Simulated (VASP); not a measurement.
# TiB2 (TiB2 (P6/mmm)): single point with PBE

The system is TiB2 (TiB2 (P6/mmm)).

```
Ti B
1.0
     3.03175    0.00000    0.00000
    -1.51588    2.62557    0.00000
     0.00000    0.00000    3.22418
Ti B
1 2
Direct
  0.00000 0.00000 0.00000
  0.33333 0.66667 0.50000
  0.66667 0.33333 0.50000
```

- Program: VASP 6.6.1
- Task: single point
- Functional: PBE
- Potentials or basis: VASP PAW PBE potentials, release 64 (Ti_sv, B)
- Cutoff: 520 eV
- k mesh: 15 × 15 × 12
- Occupations: methfessel-paxton, width 0.1 eV
- Spin: no spin polarisation

```yaml
Pressure: 0.3 GPa
Band_gap_on_the_k_mesh: zero (band 9 reaches 10.39 eV, above the bottom of band 10 at 9.80 eV)
```

Levels at points of the mesh, in eV from the Fermi level:
| k point | band 6 | band 7 | band 8 | band 9 | band 10 | band 11 | band 12 | band 13 |
| --- | --- | --- | --- | --- | --- | --- | --- | --- |
| (0.00, 0.00, 0.00) | -2.65 | -2.65 | -2.34 | -2.14 | 1.86 | 1.86 | 3.63 | 3.63 |
| (0.00, 0.00, 0.50) | -7.64 | -0.59 | -0.59 | -0.22 | -0.22 | 0.41 | 0.41 | 1.63 |

Run time: 2.8 min on 1 thread of AMD EPYC 7R13, with other jobs on the host, peak memory 0.17 GiB.
